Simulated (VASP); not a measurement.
# Si in VASP: relaxation of the atoms with PBEsol

Aim: the relaxation of the atoms of Si with PBEsol.

Program: VASP 6.6.1. These are calculated values, not measurements. Logs are shortened: lines on timing, memory, paths and dates and some standing lists are left out, and cuts for length are marked.

### 1 The cell of the first run

The cell holds a slab with vacuum, 6 atoms: a = 4.695 Å, b = 3.834 Å, c = 20.286 Å, α = 90.00°, β = 90.00°, γ = 65.91°.

### 2 Relaxation of the atoms, PBEsol

INCAR reads:

```
SYSTEM = Si
ALGO = Normal
DIPOL = 0.5 0.5 0.500
EDIFF = 1E-7
EDIFFG = -0.01
ENCUT = 450
GGA = PS
GGA_COMPAT = .FALSE.
IBRION = 2
IDIPOL = 3
ISIF = 2
ISMEAR = -1
LASPH = .TRUE.
LCHARG = .FALSE.
LDIPOL = .TRUE.
LREAL = .FALSE.
LWAVE = .FALSE.
NELM = 120
NELMDL = -8
NELMIN = 4
NSW = 32
PREC = Accurate
SIGMA = 0.05
```

KPOINTS reads:

```
k-points
0
G
  10 10 1
  0 0 0
```

POSCAR reads:

```
Si
1.0
    4.6952399906      0.0000000000      0.0000000000
    1.5650799969      3.4996252632      0.0000000000
    0.0000000000      0.0000000000     20.2861000000
Si
6
Direct
    0.1149580979      0.6925209511      0.4119588081
    0.4875905902      0.0062047049      0.4372550336
    0.8298377164      0.3350811418      0.4680617946
    0.1701622895      0.6649188552      0.5319382018
    0.5124093989      0.9937953005      0.5627449714
   -0.1149580930      0.3074790465      0.5880411905
```

Potentials or basis: VASP PAW PBE potentials, release 64 (Si).

Launch:

```console
cat potpaw_PBE.64/Si/POTCAR > POTCAR
mpirun -np 1 vasp_std > vasp.out
```

OUTCAR:

```text
SYSTEM = Si
   EDIFF = 1E-7
   EDIFFG = -0.01
   ENCUT = 450
   GGA = PS
   IBRION = 2
   ISIF = 2
   ISMEAR = -1
   LASPH = .TRUE.
   LREAL = .FALSE.
   NELM = 120
   NELMDL = -8
   NELMIN = 4
   NSW = 32
   PREC = Accurate

 ion  position               nearest neighbor table
   1  0.115  0.693  0.412-   4 2.45   3 2.54   3 2.54   2 2.55   2 2.55   2 2.74
   2  0.488  0.006  0.437-   3 2.49   3 2.49   1 2.55   1 2.55   5 2.55   1 2.74   3 2.89   4 3.04
                             4 3.04
   3  0.830  0.335  0.468-   6 2.45   2 2.49   2 2.49   1 2.54   1 2.54   4 2.74   4 2.74   2 2.89
                             5 3.04   5 3.04   4 3.11
   4  0.170  0.665  0.532-   1 2.45   5 2.49   5 2.49   6 2.54   6 2.54   3 2.74   3 2.74   5 2.89
                             2 3.04   2 3.04   3 3.11
   5  0.512  0.994  0.563-   4 2.49   4 2.49   6 2.55   6 2.55   2 2.55   6 2.74   4 2.89   3 3.04
                             3 3.04
   6  0.885  0.307  0.588-   3 2.45   4 2.54   4 2.54   5 2.55   5 2.55   5 2.74

  LATTYP: Found a base centered orthorhombic cell.
 ALAT       =     3.8336473990
 B/A-ratio  =     2.2360679775
 C/A-ratio  =     5.2915925459

  Lattice vectors:

 A1 = (  -4.6952399906,   0.0000000000,   0.0000000000)
 A2 = (   3.1301599937,  -3.4996252632,   0.0000000000)
 A3 = (   0.0000000000,   0.0000000000,  20.2861000000)

Analysis of symmetry for initial positions (statically):
=====================================================================
 Subroutine PRICEL returns:
 Original cell was already a primitive cell.

 Routine SETGRP: Setting up the symmetry group for a
 base centered orthorhombic supercell.

 Subroutine GETGRP returns: Found  4 space group operations
 (whereof  2 operations were pure point group operations)
 out of a pool of  8 trial point group operations.

The static configuration has the point symmetry S_2 .
 The point group associated with its full space group is C_2h.

Analysis of symmetry for dynamics (positions and initial velocities):
=====================================================================
 Subroutine PRICEL returns:
 Original cell was already a primitive cell.

 Routine SETGRP: Setting up the symmetry group for a
 base centered orthorhombic supercell.

 Subroutine GETGRP returns: Found  4 space group operations
 (whereof  2 operations were pure point group operations)
 out of a pool of  8 trial point group operations.

The dynamic configuration has the point symmetry S_2 .
 The point group associated with its full space group is C_2h.

 Subroutine INISYM returns: Found  4 space group operations
 (whereof  2 operations are pure point group operations),
 and found     1 'primitive' translations

----------------------------------------------------------------------------------------

                                     Primitive cell

  volume of cell :     333.3327

  direct lattice vectors                    reciprocal lattice vectors
     4.695239991  0.000000000  0.000000000     0.212981658 -0.095248293  0.000000000
     1.565079997  3.499625263  0.000000000     0.000000000  0.285744880  0.000000000
     0.000000000  0.000000000 20.286100000     0.000000000  0.000000000  0.049294837

  length of vectors
     4.695239991  3.833647399 20.286100000     0.233309717  0.285744880  0.049294837

  position of ions in fractional coordinates (direct lattice)
     0.114958098  0.692520951  0.411958808
     0.487590590  0.006204705  0.437255034
     0.829837716  0.335081142  0.468061795
     0.170162289  0.664918855  0.531938202
     0.512409399  0.993795300  0.562744971
     0.885041907  0.307479046  0.588041191

  ion indices of the primitive-cell ions
   primitive index   ion index
                 1           1
                 2           2
                 3           3
                 4           4
                 5           5
                 6           6

----------------------------------------------------------------------------------------

 KPOINTS: k-points

Automatic generation of k-mesh.
 Grid dimensions read from file:
 generate k-points for:   10   10    1

 Generating k-lattice:

  Cartesian coordinates                     Fractional coordinates (reciprocal lattice)
     0.021298166 -0.009524829  0.000000000     0.100000000  0.000000000  0.000000000
     0.000000000  0.028574488  0.000000000     0.000000000  0.100000000  0.000000000
     0.000000000  0.000000000  0.049294837     0.000000000  0.000000000  1.000000000

  Length of vectors
     0.023330972  0.028574488  0.049294837

  Shift w.r.t. Gamma in fractional coordinates (k-lattice)
     0.000000000  0.000000000  0.000000000

 Subroutine IBZKPT returns following result:
 ===========================================

 Found     31 irreducible k-points:

 Following reciprocal coordinates:
            Coordinates               Weight
  0.000000  0.000000  0.000000      1.000000
  0.100000 -0.000000  0.000000      2.000000
  0.200000 -0.000000  0.000000      2.000000
  0.300000 -0.000000  0.000000      2.000000
  0.400000  0.000000  0.000000      2.000000
  0.500000  0.000000  0.000000      1.000000
[... 16 lines left out ...]
  0.000000  0.400000  0.000000      4.000000
  0.100000  0.400000  0.000000      4.000000
 [... further k-points ...]
   k-points           NKPTS =     31   k-points in BZ     NKDIM =     31   number of bands    NBANDS=     16
   number of dos      NEDOS =    301   number of ions     NIONS =      6
   total plane-waves  NPLWV = 125440
   dimension x,y,z NGX =    32 NGY =   28 NGZ =  140
   dimension x,y,z NGXF=    64 NGYF=   56 NGZF=  280
   ions per type =               6
   NGX,Y,Z   is equivalent  to a cutoff of  11.33, 12.14, 11.47 a.u.
   NGXF,Y,Z  is equivalent  to a cutoff of  22.66, 24.28, 22.95 a.u.
 SYSTEM =  Si
   PREC   = accura    normal or accurate (medium, high low for compatibility)
   ISTART =      0    job   : 0-new  1-cont  2-samecut
   ICHARG =      2    charge: 1-file 2-atom 10-const
   ISPIN  =      1    spin polarized calculation?
   LNONCOLLINEAR =      F non collinear calculations
   LSORBIT =      F    spin-orbit coupling
   LASPH  =      T    aspherical Exc in radial PAW
   ENCUT  =  450.0 eV  33.07 Ry    5.75 a.u.   8.12  6.63 35.09*2*pi/ulx,y,z
   NELM   =    120;   NELMIN=  4; NELMDL= -8     # of ELM steps
   EDIFF  = 0.1E-06   stopping-criterion for ELM
   LREAL  =      F    real-space projection
   EDIFFG = -.1E-01   stopping-criterion for IOM
   NSW    =     32    number of steps for IOM
   IBRION =      2    ionic relax: 0-MD 1-quasi-New 2-CG
   NFREE  =      1    steps in history (QN), initial steepest desc. (CG)
   ISIF   =      2    stress and relaxation
   ISYM   =      2    0-nonsym 1-usesym 2-fastsym
   POTIM  = 0.5000    time-step for ionic-motion
   TEBEG  =    0.0;   TEEND  =   0.0 temperature during run
   PSTRESS=    0.0 pullay stress
   NELECT =      24.0000    total number of electrons
   NUPDOWN=      -1.0000    fix difference up-down
   EMIN   =  10.00;   EMAX   =-10.00  energy-range for DOS
   EFERMI =   0.00;   METHOD = LEGACY
   ISMEAR =    -1;   SIGMA  =   0.05  broadening in eV -4-tet -1-fermi 0-gaus
   EFERMI_NEDOS =   21; number of points for ismear=-14 and -15
   IALGO  =     38    algorithm
   IMIX   =      4    mixing-type and parameters
     AMIX     =   0.40;   BMIX     =  1.00
     AMIX_MAG =   1.60;   BMIX_MAG =  1.00
  volume/ion in A,a.u.               =      55.56       374.91
  Fermi-wavevector in a.u.,A,eV,Ry     =   0.681061  1.287018  6.310980  0.463844
  Thomas-Fermi vector in A             =   1.759733
   LORBIT       =      0    0 simple, 1 ext, 2 COOP (PROOUT), +10 PAW based schemes
   GGA     = PS    functional components
   LHFCALC =     F    Hartree Fock is set to
   AEXX    =    0.0000 exact exchange contribution
   IVDW    =     0    specifies the selected vdW correction
   LEPSILON=     F    determine dielectric tensor
   LRPA    =     F    only Hartree local field effects (RPA)
 conjugate gradient relaxation of ions
 non-spin polarized calculation
  energy-cutoff  :      450.00
  volume of cell :      333.33
 maximum number of plane-waves:      7272
   NGX = 17   NGY = 13   NGZ = 71

 dipolmoment           0.000000      0.000000     -0.000000 electrons x Angstroem

 number of electron      24.0000000 magnetization

 dipolmoment           0.000000      0.000000      0.000000 electrons x Angstroem

 Free energy of the ion-electron system (eV)
  ---------------------------------------------------
  ext. energy  EPLUGINS =         0.00000000
  ---------------------------------------------------
  free energy    TOTEN  =       -31.14700827 eV

  energy without entropy =      -31.13178062  energy(sigma->0) =      -31.13939445

 E-fermi :  -0.6932     XC(G=0):  -3.7510

 val. band max:       -0.7133681851   @ k =   0.2000   0.1000   0.0000
 cond. band min:      -0.6517859143   @ k =   0.1000  -0.0000   0.0000
 fundamental gap:      0.0615822708
 Fermi energy:        -0.6931974373

 k-point     1 :       0.0000    0.0000    0.0000
  band No.  band energies     occupation
      1     -14.5339      2.00000
      2     -11.6091      2.00000
      3      -6.9413      2.00000
      4      -6.8521      2.00000
      5      -6.7844      2.00000
      6      -4.1267      2.00000
[... 8 lines left out ...]
     15      -0.1106      0.00002
     16       0.6688      0.00000

 k-point     2 :       0.1000   -0.0000    0.0000
  band No.  band energies     occupation
      1     -14.4564      2.00000
      2     -11.5331      2.00000
      3      -8.2917      2.00000
      4      -6.7562      2.00000
      5      -5.5535      2.00000
      6      -5.1469      2.00000
[... 8 lines left out ...]
     15      -0.4366      0.01173
     16       0.5168      0.00000
[... 387 lines left out ...]
      5      -7.4037      2.00000
      6      -7.0297      2.00000
[... 8 lines left out ...]
     15       1.4372      0.00000
     16       1.6101      0.00000

 k-point    24 :       0.1000    0.4000    0.0000
  band No.  band energies     occupation
      1     -12.9005      2.00000
      2     -10.2086      2.00000
      3      -9.6390      2.00000
      4      -8.3143      2.00000
      5      -7.0594      2.00000
      6      -6.5312      2.00000
[... 8 lines left out ...]
     15       1.3716      0.00000
     16       2.4632      0.00000

 [... further k-points ...]

------------------------ aborting loop because EDIFF is reached ----------------------------------------

 vacuum level on the upper side and lower side of the slab       (xc-potential included)        -0.056        -0.056

  FORCE on cell =-STRESS in cart. coord.  units (eV):
  Direction    XX          YY          ZZ          XY          YZ          ZX
  --------------------------------------------------------------------------------------
  -------------------------------------------------------------------------------------
  Total        0.3065823      0.6124471      0.0109759      0.1709836     -0.0068194      0.0152485
  in kB        1.4736004      2.9437523      0.0527560      0.8218399     -0.0327776      0.0732927
  external PRESSURE =       1.4900362 kB  Pullay stress =       0.0000000 kB

 VOLUME and BASIS-vectors are now :
 -----------------------------------------------------------------------------
  energy-cutoff  :      450.00
  volume of cell :      333.33
      direct lattice vectors                 reciprocal lattice vectors
     4.695239991  0.000000000  0.000000000     0.212981658 -0.095248293  0.000000000
     1.565079997  3.499625263  0.000000000     0.000000000  0.285744880  0.000000000
     0.000000000  0.000000000 20.286100000     0.000000000  0.000000000  0.049294837

 POSITION                                       TOTAL-FORCE (eV/Angst)
 -----------------------------------------------------------------------------------
      1.62361      2.42356      8.35704        -0.007086      0.003169     -0.002808
      2.29907      0.02171      8.87020         0.002245     -0.001004     -0.004737
      4.42072      1.17266      9.49515         0.003170     -0.001418      0.000659
      1.83960      2.32697     10.79095        -0.003170      0.001418     -0.000659
      3.96125      3.47791     11.41590        -0.002245      0.001004      0.004737
      4.63671      1.07606     11.92906         0.007086     -0.003169      0.002808
 -----------------------------------------------------------------------------------
    total drift:                                0.000001     -0.000001     -0.000002

  FREE ENERGIE OF THE ION-ELECTRON SYSTEM (eV)
  ---------------------------------------------------
  free  energy   TOTEN  =       -31.1470082720 eV

  energy  without entropy=      -31.1317806208  energy(sigma->0) =      -31.13939445

 reached required accuracy - stopping structural energy minimisation

 vacuum level on the upper side and lower side of the slab         3.742         3.742
```

Wall time 1.7 min (1 thread of Intel Xeon 6975P-C (Granite Rapids), shared host); peak memory 0.37 GiB.

Results:

```yaml
Free_energy: -31.1470 eV
Largest_force_after_relaxing: 0.008 eV/Å
Band_gap_on_the_k_mesh: zero (bands 12 and 13 overlap by 1.58 eV)
```

Forces in eV/Å, atoms in the order of the input:
```
Si  -0.007  0.003 -0.003
Si   0.002 -0.001 -0.005
Si   0.003 -0.001  0.001
Si  -0.003  0.001 -0.001
Si  -0.002  0.001  0.005
Si   0.007 -0.003  0.003
```

Final structure:
```cif
data_structure
_symmetry_space_group_name_H-M 'P 1'
_symmetry_Int_Tables_number 1
_cell_length_a 4.6952
_cell_length_b 3.8336
_cell_length_c 20.2861
_cell_angle_alpha 90.000
_cell_angle_beta 90.000
_cell_angle_gamma 65.905
_cell_volume 333.33
loop_
_atom_site_label
_atom_site_type_symbol
_atom_site_fract_x
_atom_site_fract_y
_atom_site_fract_z
_atom_site_occupancy
Si1 Si 0.11496 0.69252 0.41196 1
Si2 Si 0.48759 0.00620 0.43726 1
Si3 Si 0.82984 0.33508 0.46806 1
Si4 Si 0.17016 0.66492 0.53194 1
Si5 Si 0.51241 0.99380 0.56275 1
Si6 Si 0.88504 0.30748 0.58804 1
```

Caveat: the relaxation stopped at its first step, so nothing moved; the PAW data sets were made with another functional, which shifts forces and pressure a little.
